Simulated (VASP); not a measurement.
Ba2CuSO2, 6 atoms in the cell. The structure is tetragonal, space group P4/mmm (No. 123). The conventional cell has a = 3.941 Å, b = 3.941 Å, c = 7.300 Å, α = 90.00°, β = 90.00°, γ = 90.00°. Within 3.6 Å of Ba (site symmetry 4mm) lie 4 O at 2.72 Å and 4 S at 3.30 Å and 4 Cu at 3.36 Å and 1 Ba at 3.54 Å. Cu (site symmetry 4/mmm) has 4 O at 1.97 Å within 2.6 Å. S (site symmetry 4/mmm) has 8 Ba at 3.30 Å and 2 Cu at 3.65 Å and 4 S at 3.94 Å and 8 O at 4.15 Å within 4.3 Å. Within 2.6 Å of O (site symmetry mmm) lie 2 Cu at 1.97 Å. 

```yaml
Program: VASP 6.6.1
Task: single point
Functional: PBEsol
Dispersion: D3(BJ)
Potentials_or_basis: VASP PAW PBE potentials, release 64 (Ba_sv, Cu, S, O)
Cutoff: 520 eV
k_mesh: 6 × 6 × 3
Occupations: fermi-dirac, width 0.1 eV
Spin: no spin polarisation
Dipole_correction: no
Further_INCAR_settings: ALGO = Normal; EDIFF = 1e-06; NBANDS = 34
```

Potentials or basis: VASP PAW PBE potentials, release 64 (Ba_sv, Cu, S, O).

The run is started by

```console
$ cat potpaw_PBE.64/Ba_sv/POTCAR potpaw_PBE.64/Cu/POTCAR potpaw_PBE.64/S/POTCAR potpaw_PBE.64/O/POTCAR > POTCAR
$ mpirun -np 1 vasp_std > vasp.out
```

Hardware: 1 thread of Intel(R) Xeon(R) Platinum 8259CL CPU @ 2.50GHz (Skylake/Cascade Lake) (shared host).

Task: Estimate the wall time of this run.

Result: Wall time 2.1 min on 1 thread of Intel(R) Xeon(R) Platinum 8259CL CPU @ 2.50GHz (Skylake/Cascade Lake), with other jobs on the host, peak memory 0.26 GiB. Counts: scf iterations 16, k points 20.
